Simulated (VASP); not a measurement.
# TaRh3 (Pm-3m) in VASP: relaxation of cell and atoms with LDA

Aim: the relaxation of cell and atoms of TaRh3 with LDA.

All numbers are computed with VASP 6.6.1; they aren't measurements. Logs are shortened: lines on timing, memory, paths and dates and some standing lists are left out, and cuts for length are marked.

### Step 1. The cell of the first run

The structure is cubic, space group Pm-3m (No. 221). Conventional cell: a = 3.894 Å, b = 3.894 Å, c = 3.894 Å, α = 90.00°, β = 90.00°, γ = 90.00°. Within 3.6 Å of Ta (site symmetry m-3m) lie 12 Rh at 2.75 Å. Within 3.6 Å of Rh (site symmetry 4/mmm) lie 4 Ta at 2.75 Å and 8 Rh at 2.75 Å.

### Step 2. Relaxation of cell and atoms, LDA

Contents of INCAR:

```
SYSTEM = TaRh3
PREC = Accurate
ENCUT = 530
EDIFF = 1E-7
ISMEAR = -1
SIGMA = 0.15
LREAL = .FALSE.
LASPH = .TRUE.
NELM = 120
ALGO = Normal
ISIF = 3
LWAVE = .FALSE.
LCHARG = .FALSE.
IBRION = 2
NSW = 80
EDIFFG = -0.001
GGA_COMPAT = .FALSE.
NELMIN = 4
```

Contents of KPOINTS:

```
Automatic mesh
0
G
  12 12 12
  0 0 0
```

Contents of POSCAR:

```
TaRh3
1.0
    3.8937384483      0.0000000000      0.0000000000
    0.0000000000      3.8937384483      0.0000000000
    0.0000000000      0.0000000000      3.8937384483
Ta Rh
1 3
Direct
    0.0000000000      0.0000000000      0.0000000000
    0.0000000000      0.5000000000      0.5000000000
    0.5000000000      0.0000000000      0.5000000000
    0.5000000000      0.5000000000      0.0000000000
```

Potentials or basis: VASP PAW LDA potentials, release 64 (Ta_sv_GW, Rh_sv_GW).

Launch:

```bash
$ cat potpaw_LDA.64/Ta_sv_GW/POTCAR potpaw_LDA.64/Rh_sv_GW/POTCAR > POTCAR
$ mpirun -np 1 vasp_std > vasp.out
```

OUTCAR:

```text
SYSTEM = TaRh3
   PREC = Accurate
   ENCUT = 530
   EDIFF = 1E-7
   ISMEAR = -1
   LREAL = .FALSE.
   LASPH = .TRUE.
   NELM = 120
   ISIF = 3
   IBRION = 2
   NSW = 80
   EDIFFG = -0.001
   NELMIN = 4

 ion  position               nearest neighbor table
   1  0.000  0.000  0.000-   2 2.75   3 2.75   4 2.75   2 2.75   3 2.75   2 2.75   4 2.75   2 2.75
                             3 2.75   4 2.75   3 2.75   4 2.75
   2  0.000  0.500  0.500-   1 2.75   1 2.75   1 2.75   1 2.75
   3  0.500  0.000  0.500-   1 2.75   1 2.75   1 2.75   1 2.75
   4  0.500  0.500  0.000-   1 2.75   1 2.75   1 2.75   1 2.75

  LATTYP: Found a simple cubic cell.
 ALAT       =     3.8937384483

  Lattice vectors:

 A1 = (   3.8937384483,   0.0000000000,   0.0000000000)
 A2 = (   0.0000000000,   3.8937384483,   0.0000000000)
 A3 = (   0.0000000000,   0.0000000000,   3.8937384483)

Analysis of symmetry for initial positions (statically):
=====================================================================
 Subroutine PRICEL returns:
 Original cell was already a primitive cell.

 Routine SETGRP: Setting up the symmetry group for a
 simple cubic supercell.

 Subroutine GETGRP returns: Found 48 space group operations
 (whereof 48 operations were pure point group operations)
 out of a pool of 48 trial point group operations.

The static configuration has the point symmetry O_h .

Analysis of symmetry for dynamics (positions and initial velocities):
=====================================================================
 Subroutine PRICEL returns:
 Original cell was already a primitive cell.

 Routine SETGRP: Setting up the symmetry group for a
 simple cubic supercell.

 Subroutine GETGRP returns: Found 48 space group operations
 (whereof 48 operations were pure point group operations)
 out of a pool of 48 trial point group operations.

The dynamic configuration has the point symmetry O_h .

 Subroutine INISYM returns: Found 48 space group operations
 (whereof 48 operations are pure point group operations),
 and found     1 'primitive' translations

----------------------------------------------------------------------------------------

                                     Primitive cell

  volume of cell :      59.0337

  direct lattice vectors                    reciprocal lattice vectors
     3.893738448  0.000000000  0.000000000     0.256822592  0.000000000  0.000000000
     0.000000000  3.893738448  0.000000000     0.000000000  0.256822592  0.000000000
     0.000000000  0.000000000  3.893738448     0.000000000  0.000000000  0.256822592

  length of vectors
     3.893738448  3.893738448  3.893738448     0.256822592  0.256822592  0.256822592

  position of ions in fractional coordinates (direct lattice)
     0.000000000  0.000000000  0.000000000
     0.000000000  0.500000000  0.500000000
     0.500000000  0.000000000  0.500000000
     0.500000000  0.500000000  0.000000000

  ion indices of the primitive-cell ions
   primitive index   ion index
                 1           1
                 2           2
                 3           3
                 4           4

----------------------------------------------------------------------------------------

 KPOINTS: Automatic mesh

Automatic generation of k-mesh.
 Grid dimensions read from file:
 generate k-points for:   12   12   12

 Generating k-lattice:

  Cartesian coordinates                     Fractional coordinates (reciprocal lattice)
     0.021401883  0.000000000  0.000000000     0.083333333  0.000000000  0.000000000
     0.000000000  0.021401883  0.000000000     0.000000000  0.083333333  0.000000000
     0.000000000  0.000000000  0.021401883     0.000000000  0.000000000  0.083333333

  Length of vectors
     0.021401883  0.021401883  0.021401883

  Shift w.r.t. Gamma in fractional coordinates (k-lattice)
     0.000000000  0.000000000  0.000000000

 Subroutine IBZKPT returns following result:
 ===========================================

 Found     84 irreducible k-points:

 Following reciprocal coordinates:
            Coordinates               Weight
  0.000000  0.000000  0.000000      1.000000
  0.083333  0.000000  0.000000      6.000000
  0.166667  0.000000  0.000000      6.000000
  0.250000  0.000000  0.000000      6.000000
  0.333333  0.000000  0.000000      6.000000
  0.416667  0.000000  0.000000      6.000000
[... 16 lines left out ...]
  0.333333  0.333333  0.000000     12.000000
  0.416667  0.333333  0.000000     24.000000
 [... further k-points ...]
   k-points           NKPTS =     84   k-points in BZ     NKDIM =     84   number of bands    NBANDS=     38
   number of dos      NEDOS =    301   number of ions     NIONS =      4
   total plane-waves  NPLWV =  27000
   dimension x,y,z NGX =    30 NGY =   30 NGZ =   30
   dimension x,y,z NGXF=    60 NGYF=   60 NGZF=   60
   ions per type =               1   3
   NGX,Y,Z   is equivalent  to a cutoff of  12.81, 12.81, 12.81 a.u.
   NGXF,Y,Z  is equivalent  to a cutoff of  25.62, 25.62, 25.62 a.u.
 SYSTEM =  TaRh3
   PREC   = accura    normal or accurate (medium, high low for compatibility)
   ISTART =      0    job   : 0-new  1-cont  2-samecut
   ICHARG =      2    charge: 1-file 2-atom 10-const
   ISPIN  =      1    spin polarized calculation?
   LNONCOLLINEAR =      F non collinear calculations
   LSORBIT =      F    spin-orbit coupling
   LASPH  =      T    aspherical Exc in radial PAW
   ENCUT  =  530.0 eV  38.95 Ry    6.24 a.u.   7.31  7.31  7.31*2*pi/ulx,y,z
   NELM   =    120;   NELMIN=  4; NELMDL= -5     # of ELM steps
   EDIFF  = 0.1E-06   stopping-criterion for ELM
   LREAL  =      F    real-space projection
   EDIFFG = -.1E-02   stopping-criterion for IOM
   NSW    =     80    number of steps for IOM
   IBRION =      2    ionic relax: 0-MD 1-quasi-New 2-CG
   NFREE  =      1    steps in history (QN), initial steepest desc. (CG)
   ISIF   =      3    stress and relaxation
   ISYM   =      2    0-nonsym 1-usesym 2-fastsym
   POTIM  = 0.5000    time-step for ionic-motion
   TEBEG  =    0.0;   TEEND  =   0.0 temperature during run
   PSTRESS=    0.0 pullay stress
   NELECT =      64.0000    total number of electrons
   NUPDOWN=      -1.0000    fix difference up-down
   EMIN   =  10.00;   EMAX   =-10.00  energy-range for DOS
   EFERMI =   0.00;   METHOD = LEGACY
   ISMEAR =    -1;   SIGMA  =   0.15  broadening in eV -4-tet -1-fermi 0-gaus
   EFERMI_NEDOS =   21; number of points for ismear=-14 and -15
   IALGO  =     38    algorithm
   IMIX   =      4    mixing-type and parameters
     AMIX     =   0.40;   BMIX     =  1.00
     AMIX_MAG =   1.60;   BMIX_MAG =  1.00
  volume/ion in A,a.u.               =      14.76        99.59
  Fermi-wavevector in a.u.,A,eV,Ry     =   1.681776  3.178095 38.482299  2.828369
  Thomas-Fermi vector in A             =   2.765272
   LORBIT       =      0    0 simple, 1 ext, 2 COOP (PROOUT), +10 PAW based schemes
   GGA     = CA    functional components
   LHFCALC =     F    Hartree Fock is set to
   AEXX    =    0.0000 exact exchange contribution
   IVDW    =     0    specifies the selected vdW correction
   LEPSILON=     F    determine dielectric tensor
   LRPA    =     F    only Hartree local field effects (RPA)
 conjugate gradient relaxation of ions
 non-spin polarized calculation
  energy-cutoff  :      530.00
  volume of cell :       59.03
 maximum number of plane-waves:      1666
 NGX is ok and might be reduce to    30
   NGX = 15   NGY = 15   NGZ = 15

--------------------------------------- Ionic step        1  -------------------------------------------

 number of electron      64.0000021 magnetization

 Free energy of the ion-electron system (eV)
  ---------------------------------------------------
  ext. energy  EPLUGINS =         0.00000000
  ---------------------------------------------------
  free energy    TOTEN  =       -41.24110713 eV

  energy without entropy =      -41.05373072  energy(sigma->0) =      -41.14741892

------------------------ aborting loop because EDIFF is reached ----------------------------------------

  FORCE on cell =-STRESS in cart. coord.  units (eV):
  Direction    XX          YY          ZZ          XY          YZ          ZX
  --------------------------------------------------------------------------------------
  -------------------------------------------------------------------------------------
  Total       -6.1295059     -6.1295059     -6.1295059     -0.0000000     -0.0000000      0.0000000
  in kB     -166.3549487   -166.3549487   -166.3549487     -0.0000000     -0.0000000      0.0000000
  external PRESSURE =    -166.3549487 kB  Pullay stress =       0.0000000 kB
[... 95 lines left out ...]
  FREE ENERGIE OF THE ION-ELECTRON SYSTEM (eV)
  ---------------------------------------------------
  free  energy   TOTEN  =       -41.4264277504 eV

  energy  without entropy=      -41.2579407453  energy(sigma->0) =      -41.34218425

[... ionic steps 4 to 9 ...]

--------------------------------------- Ionic step       10  -------------------------------------------

 number of electron      64.0000038 magnetization

------------------------ aborting loop because EDIFF is reached ----------------------------------------

  FORCE on cell =-STRESS in cart. coord.  units (eV):
  Direction    XX          YY          ZZ          XY          YZ          ZX
  --------------------------------------------------------------------------------------
  -------------------------------------------------------------------------------------
  Total        0.0367789      0.0367789      0.0367789      0.0000000     -0.0000000     -0.0000000
  in kB        1.0590915      1.0590915      1.0590915      0.0000000     -0.0000000     -0.0000000
  external PRESSURE =       1.0590915 kB  Pullay stress =       0.0000000 kB
[... 61 lines left out ...]
  energy  without entropy=      -41.2601135512  energy(sigma->0) =      -41.34377297

--------------------------------------- Ionic step       12  -------------------------------------------

 number of electron      64.0000038 magnetization

 Free energy of the ion-electron system (eV)
  ---------------------------------------------------
  ext. energy  EPLUGINS =         0.00000000
  ---------------------------------------------------
  free energy    TOTEN  =       -41.42743238 eV

  energy without entropy =      -41.26011888  energy(sigma->0) =      -41.34377563

 E-fermi :  11.5942     XC(G=0): -14.4673

 val. band max:       11.5929293266   @ k =   0.1667   0.1667   0.0000
 cond. band min:      11.5987584234   @ k =   0.5000   0.5000   0.4167
 fundamental gap:      0.0058290968
 Fermi energy:        11.5941925033

 k-point     1 :       0.0000    0.0000    0.0000
  band No.  band energies     occupation
      1     -66.6590      2.00000
      2     -66.5464      2.00000
      3     -66.5464      2.00000
      4     -56.3430      2.00000
      5     -34.9999      2.00000
      6     -34.9999      2.00000
[... 973 lines left out ...]
     37      13.8302      0.00000
     38      14.8617      0.00000

 [... further k-points ...]
[... 5 lines left out ...]
  --------------------------------------------------------------------------------------
  -------------------------------------------------------------------------------------
  Total        0.0036836      0.0036836      0.0036836      0.0000000      0.0000000     -0.0000000
  in kB        0.1060674      0.1060674      0.1060674      0.0000000      0.0000000     -0.0000000
  external PRESSURE =       0.1060674 kB  Pullay stress =       0.0000000 kB
[... 19 lines left out ...]
  FREE ENERGIE OF THE ION-ELECTRON SYSTEM (eV)
  ---------------------------------------------------
  free  energy   TOTEN  =       -41.4274323848 eV

  energy  without entropy=      -41.2601188823  energy(sigma->0) =      -41.34377563

 reached required accuracy - stopping structural energy minimisation
```

Run time: 20 min. Hardware: 1 thread of Intel Xeon Platinum 8488C (Sapphire Rapids), shared host; peak memory 0.32 GiB.

What came out:

```
Free energy                           : -41.4274 eV
Relaxed volume                        : 13.91 Å³/atom
Relaxed cell                          : a = 3.818 Å, b = 3.818 Å, c = 3.818 Å, α = 90.00°, β = 90.00°, γ = 90.00°
Space group after relaxing (to 0.1 Å) : Pm-3m (No. 221)
Energy gained by relaxing             : 46.6 meV/atom
Ionic steps                           : 12
Pressure after relaxing               : 0.0 GPa
Band gap on the k mesh                : zero (bands 32 and 33 overlap by 2.11 eV)
```

The path:
| step | energy change (eV) | largest force (eV/Å) | pressure (GPa) | volume (Å³) |
| --- | --- | --- | --- | --- |
| 1 | 0.0000 | 0.0000 | -16.64 | 59.03 |
| 2 | 1.7284 | 0.0000 | 82.04 | 46.89 |
| 3 | -0.1853 | 0.0000 | -1.33 | 55.88 |
| 4 | -0.1863 | 0.0000 | -0.33 | 55.69 |
| 5 | -0.1863 | 0.0000 | 0.07 | 55.63 |
| 6 | -0.1863 | 0.0000 | -0.17 | 55.67 |
| 7 | -0.1863 | 0.0000 | -0.01 | 55.64 |
| 8 | -0.1863 | 0.0000 | -0.03 | 55.64 |
| 9 | -0.1863 | 0.0000 | 0.03 | 55.64 |
| 10 | -0.1863 | 0.0000 | 0.11 | 55.64 |
| 11 | -0.1863 | 0.0000 | 0.09 | 55.64 |
| 12 | -0.1863 | 0.0000 | 0.01 | 55.64 |

Final structure:
```xyz
4
Lattice="3.8177 0.0000 0.0000 0.0000 3.8177 0.0000 0.0000 0.0000 3.8177" Properties=species:S:1:pos:R:3 pbc="T T T"
Ta    0.0000    0.0000    3.8177
Rh    0.0000    1.9088    1.9088
Rh    1.9088    0.0000    1.9088
Rh    1.9088    1.9088    0.0000
```

Caveat: spin-orbit coupling is left out, which moves the levels of the heavy elements.
